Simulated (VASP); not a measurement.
# TaAs in VASP: notebook

The runs below take TaAs through single point, relaxation of the atoms, with PBE.

Program: VASP 6.6.1. These are calculated values, not measurements. Logs are shortened: lines on timing, memory, paths and dates and some standing lists are left out, and cuts for length are marked.

## Step 1: The cell of the first run

The typed cell holds 4 atoms: a = 6.353 Å, b = 6.353 Å, c = 6.353 Å, α = 148.55°, β = 148.55°, γ = 45.07°.

## Step 2: Single point, PBE

INCAR

```
PREC     = Accurate       # precision mode
ENCUT    = 500            # plane-wave cutoff, eV
EDIFF    = 1E-6           # SCF threshold, eV
ISMEAR   = -1             # smearing method
SIGMA    = 0.1            # smearing width, eV
LREAL    = False          # projectors in reciprocal space
LASPH    = True           # aspherical terms in the spheres
NELM     = 120            # most SCF steps
ALGO     = Normal         # electronic algorithm
ISIF     = 2              # what is computed and relaxed
LWAVE    = False          # write WAVECAR
LCHARG   = False          # write CHGCAR
GGA      = PE             # functional
NBANDS   = 24             # bands
GGA_COMPAT= False
```

KPOINTS

```
Automatic mesh
0
Gamma
  8 8 8
```

POSCAR

```
TaAs
1.0
   -1.7218133600      1.7218133600      5.8679415400
    1.7218133600     -1.7218133600      5.8679415400
    1.7218133600      1.7218133600     -5.8679415400
Ta As
2 2
Direct
    0.4787767470      0.9944599382      0.4733962429
    0.7288432080      0.7446730309     -0.0263209505
    0.0612040151      0.5769337755      0.4734200867
    0.3113463358      0.3271384563     -0.0263355271
```

Potentials or basis: VASP PAW PBE potentials, release 64 (Ta_pv, As).

On the command line:

```
$ cat potpaw_PBE.64/Ta_pv/POTCAR potpaw_PBE.64/As/POTCAR > POTCAR
$ mpirun -np 1 vasp_std > vasp.out
```

OUTCAR:

```text
PREC = Accurate
   ENCUT = 500
   EDIFF = 1E-6
   ISMEAR = -1
   LREAL = False
   LASPH = True
   NELM = 120
   ISIF = 2
   GGA = PE

 ion  position               nearest neighbor table
   1  0.479  0.994  0.473-   4 2.61   4 2.61   3 2.62   3 2.62   3 2.62   3 2.62   2 3.40   2 3.40
                             2 3.40   2 3.40
   2  0.729  0.745  0.974-   3 2.61   3 2.61   4 2.62   4 2.62   4 2.62   4 2.62   1 3.40   1 3.40
                             1 3.40   1 3.40
   3  0.061  0.577  0.473-   2 2.61   2 2.61   1 2.62   1 2.62   1 2.62   1 2.62
   4  0.311  0.327  0.974-   1 2.61   1 2.61   2 2.62   2 2.62   2 2.62   2 2.62

  LATTYP: Found a body centered tetragonal cell.
 ALAT       =     3.4436267200
 C/A-ratio  =     3.4080009345

  Lattice vectors:

 A1 = (  -1.7218133600,   1.7218133600,   5.8679415400)
 A2 = (   1.7218133600,  -1.7218133600,   5.8679415400)
 A3 = (   1.7218133600,   1.7218133600,  -5.8679415400)

Analysis of symmetry for initial positions (statically):
=====================================================================
 Subroutine PRICEL returns:
 Original cell was already a primitive cell.

 Routine SETGRP: Setting up the symmetry group for a
 body centered tetragonal supercell.

 Subroutine GETGRP returns: Found  1 space group operations
 (whereof  1 operations were pure point group operations)
 out of a pool of 16 trial point group operations.

The static configuration has the point symmetry C_1 .

Analysis of symmetry for dynamics (positions and initial velocities):
=====================================================================
 Subroutine PRICEL returns:
 Original cell was already a primitive cell.

 Routine SETGRP: Setting up the symmetry group for a
 body centered tetragonal supercell.

 Subroutine GETGRP returns: Found  1 space group operations
 (whereof  1 operations were pure point group operations)
 out of a pool of 16 trial point group operations.

The dynamic configuration has the point symmetry C_1 .

 Subroutine INISYM returns: Found  1 space group operations
 (whereof  1 operations are pure point group operations),
 and found     1 'primitive' translations

----------------------------------------------------------------------------------------

                                     Primitive cell

  volume of cell :      69.5854

  direct lattice vectors                    reciprocal lattice vectors
    -1.721813360  1.721813360  5.867941540     0.000000000  0.290391521  0.085208756
     1.721813360 -1.721813360  5.867941540     0.290391521  0.000000000  0.085208756
     1.721813360  1.721813360 -5.867941540     0.290391521  0.290391521  0.000000000

  length of vectors
     6.353111081  6.353111081  6.353111081     0.302634710  0.302634710  0.410675627

  position of ions in fractional coordinates (direct lattice)
     0.478776747  0.994459938  0.473396243
     0.728843208  0.744673031  0.973679049
     0.061204015  0.576933776  0.473420087
     0.311346336  0.327138456  0.973664473

  ion indices of the primitive-cell ions
   primitive index   ion index
                 1           1
                 2           2
                 3           3
                 4           4

----------------------------------------------------------------------------------------

 KPOINTS: Automatic mesh

Automatic generation of k-mesh.
 Grid dimensions read from file:
 generate k-points for:    8    8    8

 Generating k-lattice:

  Cartesian coordinates                     Fractional coordinates (reciprocal lattice)
     0.000000000  0.036298940  0.010651095     0.125000000  0.000000000 -0.000000000
     0.036298940  0.000000000  0.010651095     0.000000000  0.125000000 -0.000000000
     0.036298940  0.036298940  0.000000000     0.000000000  0.000000000  0.125000000

  Length of vectors
     0.037829339  0.037829339  0.051334453

  Shift w.r.t. Gamma in fractional coordinates (k-lattice)
     0.000000000  0.000000000  0.000000000

 Subroutine IBZKPT returns following result:
 ===========================================

 Found    260 irreducible k-points:

 Following reciprocal coordinates:
            Coordinates               Weight
  0.000000  0.000000  0.000000      1.000000
  0.125000  0.000000 -0.000000      2.000000
  0.000000  0.125000 -0.000000      2.000000
  0.000000  0.125000 -0.125000      2.000000
  0.125000  0.000000 -0.125000      2.000000
  0.250000  0.000000 -0.000000      2.000000
[... 16 lines left out ...]
  0.000000  0.375000 -0.125000      2.000000
  0.125000  0.250000 -0.375000      2.000000
 [... further k-points ...]
   k-points           NKPTS =    260   k-points in BZ     NKDIM =    260   number of bands    NBANDS=     24
   number of dos      NEDOS =    301   number of ions     NIONS =      4
   total plane-waves  NPLWV = 110592
   dimension x,y,z NGX =    48 NGY =   48 NGZ =   48
   dimension x,y,z NGXF=    96 NGYF=   96 NGZF=   96
   ions per type =               2   2
   NGX,Y,Z   is equivalent  to a cutoff of  12.56, 12.56, 12.56 a.u.
   NGXF,Y,Z  is equivalent  to a cutoff of  25.12, 25.12, 25.12 a.u.
 SYSTEM =  unknown system
   PREC   = accura    normal or accurate (medium, high low for compatibility)
   ISTART =      0    job   : 0-new  1-cont  2-samecut
   ICHARG =      2    charge: 1-file 2-atom 10-const
   ISPIN  =      1    spin polarized calculation?
   LNONCOLLINEAR =      F non collinear calculations
   LSORBIT =      F    spin-orbit coupling
   LASPH  =      T    aspherical Exc in radial PAW
   ENCUT  =  500.0 eV  36.75 Ry    6.06 a.u.  11.58 11.58 11.58*2*pi/ulx,y,z
   NELM   =    120;   NELMIN=  2; NELMDL= -5     # of ELM steps
   EDIFF  = 0.1E-05   stopping-criterion for ELM
   LREAL  =      F    real-space projection
   EDIFFG = 0.1E-04   stopping-criterion for IOM
   NSW    =      0    number of steps for IOM
   IBRION =     -1    ionic relax: 0-MD 1-quasi-New 2-CG
   NFREE  =      0    steps in history (QN), initial steepest desc. (CG)
   ISIF   =      2    stress and relaxation
   ISYM   =      2    0-nonsym 1-usesym 2-fastsym
   POTIM  = 0.5000    time-step for ionic-motion
   TEBEG  =    0.0;   TEEND  =   0.0 temperature during run
   PSTRESS=    0.0 pullay stress
   NELECT =      32.0000    total number of electrons
   NUPDOWN=      -1.0000    fix difference up-down
   EMIN   =  10.00;   EMAX   =-10.00  energy-range for DOS
   EFERMI =   0.00;   METHOD = LEGACY
   ISMEAR =    -1;   SIGMA  =   0.10  broadening in eV -4-tet -1-fermi 0-gaus
   EFERMI_NEDOS =   21; number of points for ismear=-14 and -15
   IALGO  =     38    algorithm
   IMIX   =      4    mixing-type and parameters
     AMIX     =   0.40;   BMIX     =  1.00
     AMIX_MAG =   1.60;   BMIX_MAG =  1.00
  volume/ion in A,a.u.               =      17.40       117.40
  Fermi-wavevector in a.u.,A,eV,Ry     =   1.263627  2.387909 21.725142  1.596753
  Thomas-Fermi vector in A             =   2.396974
   LORBIT       =      0    0 simple, 1 ext, 2 COOP (PROOUT), +10 PAW based schemes
   GGA     = PE    functional components
   LHFCALC =     F    Hartree Fock is set to
   AEXX    =    0.0000 exact exchange contribution
   IVDW    =     0    specifies the selected vdW correction
   LEPSILON=     F    determine dielectric tensor
   LRPA    =     F    only Hartree local field effects (RPA)
 non-spin polarized calculation
  energy-cutoff  :      500.00
  volume of cell :       69.59
 maximum number of plane-waves:      1785
 NGX is ok and might be reduce to    48
   NGX = 23   NGY = 23   NGZ = 23

 number of electron      32.0000002 magnetization

 Free energy of the ion-electron system (eV)
  ---------------------------------------------------
  ext. energy  EPLUGINS =         0.00000000
  ---------------------------------------------------
  free energy    TOTEN  =       -35.10733417 eV

  energy without entropy =      -35.08034841  energy(sigma->0) =      -35.09384129

 E-fermi :   6.9597     XC(G=0): -11.9087

 val. band max:        6.9405267114   @ k =  -0.1250   0.5000   0.5000
 cond. band min:       6.9774427377   @ k =  -0.3750   0.3750   0.3750
 fundamental gap:      0.0369160263
 Fermi energy:         6.9596882068

 k-point     1 :       0.0000    0.0000    0.0000
  band No.  band energies     occupation
      1     -28.0058      2.00000
      2     -27.9635      2.00000
      3     -27.9635      2.00000
      4     -27.8178      2.00000
      5     -27.8176      2.00000
      6     -27.7696      2.00000
[... 16 lines left out ...]
     23      11.0663      0.00000
     24      11.0690      0.00000

 k-point     2 :       0.1250    0.0000   -0.0000
  band No.  band energies     occupation
      1     -28.0038      2.00000
      2     -27.9806      2.00000
      3     -27.9613      2.00000
      4     -27.8403      2.00000
      5     -27.8151      2.00000
      6     -27.7721      2.00000
[... 16 lines left out ...]
     23      10.9096      0.00000
     24      11.7547      0.00000

 k-point     3 :       0.0000    0.1250   -0.0000
  band No.  band energies     occupation
      1     -28.0038      2.00000
      2     -27.9806      2.00000
      3     -27.9613      2.00000
      4     -27.8405      2.00000
      5     -27.8150      2.00000
      6     -27.7721      2.00000
[... 16 lines left out ...]
     23      10.9092      0.00000
     24      11.7530      0.00000
[... 514 lines left out ...]
 k-point    23 :       0.0000    0.3750   -0.1250
  band No.  band energies     occupation
      1     -28.0489      2.00000
      2     -27.9845      2.00000
      3     -27.9513      2.00000
      4     -27.8865      2.00000
      5     -27.8306      2.00000
      6     -27.7893      2.00000
[... 16 lines left out ...]
     23      11.6051      0.00000
     24      12.2883      0.00000

 k-point    24 :       0.1250    0.2500   -0.3750
  band No.  band energies     occupation
      1     -28.0488      2.00000
      2     -27.9845      2.00000
      3     -27.9513      2.00000
      4     -27.8864      2.00000
      5     -27.8307      2.00000
      6     -27.7894      2.00000
[... 16 lines left out ...]
     23      11.6048      0.00000
     24      12.2888      0.00000

 [... further k-points ...]

------------------------ aborting loop because EDIFF is reached ----------------------------------------

  FORCE on cell =-STRESS in cart. coord.  units (eV):
  Direction    XX          YY          ZZ          XY          YZ          ZX
  --------------------------------------------------------------------------------------
  -------------------------------------------------------------------------------------
  Total        1.3036819      1.3001875      0.8603095     -0.0000018     -0.0028040      0.0071797
  in kB       30.0167932     29.9363370     19.8083093     -0.0000422     -0.0645611      0.1653098
  external PRESSURE =      26.5871465 kB  Pullay stress =       0.0000000 kB

 VOLUME and BASIS-vectors are now :
 -----------------------------------------------------------------------------
  energy-cutoff  :      500.00
  volume of cell :       69.59
      direct lattice vectors                 reciprocal lattice vectors
    -1.721813360  1.721813360  5.867941540     0.000000000  0.290391521  0.085208756
     1.721813360 -1.721813360  5.867941540     0.290391521  0.000000000  0.085208756
     1.721813360  1.721813360 -5.867941540     0.290391521  0.290391521  0.000000000

 POSITION                                       TOTAL-FORCE (eV/Angst)
 -----------------------------------------------------------------------------------
      1.70301     -0.07281      5.86701         0.005745      0.000309      0.000501
      1.70375      1.64924      2.93302        -0.002709     -0.001437     -0.000030
      1.70313     -0.07285      0.96655        -0.000294      0.001906      0.005108
      1.70366      1.64928     -1.96681        -0.002742     -0.000778     -0.005579
 -----------------------------------------------------------------------------------
    total drift:                               -0.000005      0.000004      0.000243

  FREE ENERGIE OF THE ION-ELECTRON SYSTEM (eV)
  ---------------------------------------------------
  free  energy   TOTEN  =       -35.1073341714 eV

  energy  without entropy=      -35.0803484056  energy(sigma->0) =      -35.09384129
```

It took 9.5 min on 1 thread of Intel Xeon 6975P-C (Granite Rapids), shared host; peak memory 0.59 GiB.

What came out:

```yaml
Free_energy: -35.1073 eV
Pressure: 2.7 GPa
Largest_force: 0.006 eV/Å
Band_gap_on_the_k_mesh: zero (bands 16 and 17 overlap by 0.05 eV)
```

Forces in eV/Å, atoms in the order of the input:
```
Ta   0.006  0.000  0.001
Ta  -0.003 -0.001  0.000
As   0.000  0.002  0.005
As  -0.003 -0.001 -0.006
```

Levels at points of the mesh, in eV from the Fermi level:
| k point | band 12 | band 13 | band 14 | band 15 | band 16 | band 17 | band 18 | band 19 | band 20 | band 21 |
| --- | --- | --- | --- | --- | --- | --- | --- | --- | --- | --- |
| (0.00, 0.00, 0.00) | -2.45 | -2.34 | -1.94 | -1.61 | -1.61 | 0.93 | 1.59 | 2.35 | 3.11 | 3.12 |
| (0.50, 0.00, 0.00) | -3.40 | -2.42 | -2.31 | -1.56 | -0.26 | 0.15 | 1.40 | 2.27 | 2.48 | 3.07 |
| (0.00, 0.50, 0.00) | -3.40 | -2.42 | -2.30 | -1.56 | -0.26 | 0.15 | 1.39 | 2.27 | 2.48 | 3.07 |
| (0.00, 0.50, 0.50) | -3.40 | -2.42 | -2.31 | -1.56 | -0.26 | 0.15 | 1.40 | 2.27 | 2.48 | 3.07 |
| (0.50, 0.00, 0.50) | -3.40 | -2.42 | -2.31 | -1.56 | -0.26 | 0.15 | 1.40 | 2.27 | 2.48 | 3.07 |
| (0.50, 0.50, 0.00) | -5.06 | -3.19 | -3.19 | -1.11 | -1.11 | 2.83 | 2.83 | 3.09 | 3.09 | 3.81 |
| (0.00, 0.00, 0.50) | -5.06 | -3.19 | -3.19 | -1.11 | -1.11 | 2.83 | 2.83 | 3.09 | 3.09 | 3.81 |
| (0.50, 0.50, 0.50) | -2.86 | -2.78 | -2.78 | -0.90 | -0.90 | 1.24 | 1.25 | 2.31 | 2.31 | 3.09 |

Caveat: spin-orbit coupling is left out, which moves the levels of the heavy elements.

## Step 3: Relaxation of the atoms, PBE

INCAR

```
SYSTEM = TaAs
PREC = Accurate
ENCUT = 450
EDIFF = 1E-7
ISMEAR = -1
SIGMA = 0.1
LREAL = .False.
LASPH = .True.
NELM = 120
ALGO = Normal
ISIF = 2
LWAVE = .False.
LCHARG = .False.
GGA = PE
IBRION = 2
NSW = 100
EDIFFG = -0.03
GGA_COMPAT = .False.
NELMIN = 4
```

KPOINTS

```
Automatic mesh
0
Gamma
  8 8 8
  0 0 0
```

POSCAR

```
TaAs
1.0
   -1.7218133600      1.7218133600      5.8679415400
    1.7218133600     -1.7218133600      5.8679415400
    1.7218133600      1.7218133600     -5.8679415400
Ta As
2 2
Direct
    0.4999673000      0.9999673000      0.5000000000
    0.7499673000      0.7499673000      0.0000000000
    0.0826321200      0.5826321200      0.5000000000
    0.3326321200      0.3326321200      0.0000000000
```

Potentials or basis: VASP PAW PBE potentials, release 64 (Ta_pv, As).

On the command line:

```
$ cat potpaw_PBE.64/Ta_pv/POTCAR potpaw_PBE.64/As/POTCAR > POTCAR
$ mpirun -np 1 vasp_std > vasp.out
```

Wall time 1.8 min (1 thread of Intel Xeon 6975P-C (Granite Rapids), shared host); peak memory 0.35 GiB.

It converged, with:

- Free energy: -35.1067 eV
- Pressure after relaxing: 2.7 GPa
- Largest force after relaxing: 0.028 eV/Å
- Band gap on the k mesh: zero (bands 16 and 17 overlap by 0.05 eV)

Forces on the atoms (eV/Å):
```
Ta   0.000  0.000  0.028
Ta   0.000  0.000  0.028
As   0.000  0.000 -0.028
As   0.000  0.000 -0.028
```

Stress tensor (GPa, compression positive):
```
2.95 0.00 0.00
0.00 2.95 0.00
0.00 0.00 2.05
```

Final structure:
```xyz
4
Lattice="-1.7218 1.7218 5.8679 1.7218 -1.7218 5.8679 1.7218 1.7218 -5.8679" Properties=species:S:1:pos:R:3 pbc="T T T"
Ta    1.7218    0.0000    5.8676
Ta    0.0000    0.0000    8.8015
As    1.7218    0.0000    0.9698
As    0.0000    0.0000    3.9037
```

Levels at points of the mesh, in eV from the Fermi level:
```tsv
k point	band 12	band 13	band 14	band 15	band 16	band 17	band 18	band 19	band 20
(0.00, 0.00, 0.00)	-2.45	-2.33	-1.94	-1.61	-1.61	0.94	1.60	2.34	3.12
(0.50, 0.00, 0.00)	-3.39	-2.41	-2.31	-1.57	-0.26	0.15	1.39	2.27	2.48
(0.50, 0.50, 0.00)	-5.07	-3.19	-3.19	-1.11	-1.11	2.83	2.83	3.09	3.09
(0.50, 0.50, 0.50)	-2.86	-2.78	-2.78	-0.90	-0.90	1.25	1.25	2.31	2.31
```

Caveat: the relaxation stopped at its first step, so nothing moved; spin-orbit coupling is left out, which moves the levels of the heavy elements.
